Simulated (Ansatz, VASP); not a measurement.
**Two plane-wave programs on LaNb4O**

```xyz
6
Lattice="0.0000 3.9686 3.9686 3.9686 0.0000 3.9686 3.9686 3.9686 0.0000" Properties=species:S:1:pos:R:3 pbc="T T T"
La    1.9843    1.9843    1.9843
Nb    4.9268    4.9268    4.9268
Nb    3.0103    3.0103    4.9268
Nb    3.0103    4.9268    3.0103
Nb    4.9268    3.0103    3.0103
O     0.0000    0.0000    0.0000
```

Change from the starting cell: species swapped into the TmInCu4 type (F-43m, No. 216).

Alike in both runs: functional PBE; k mesh 8 × 8 × 8; occupations gaussian, width 0.1 eV; no spin polarisation.

Ansatz relaxed the structure, and its values are those at the end. VASP's run is a single point on that final structure, the one shown.

|  | VASP | Ansatz |
| --- | --- | --- |
| version | VASP 6.6.1 | Ansatz 0.2.0 |
| potentials or method | VASP PAW PBE potentials, release 64 (La, Nb_sv, O), cutoff 520 eV | scalar-relativistic, plane waves, PAW |
| valence electrons in the cell | 69 | 69 |

|  | VASP | Ansatz | Ansatz less VASP |
| --- | --- | --- | --- |
| gap on the k mesh at the Fermi level (eV) | none | none | - |
| pressure (GPa) | -0.1 | 0.0 | +0.11 |

A gap of «none» marks a metal or a gap that the smearing closes.

Neither program's run includes spin-orbit coupling.
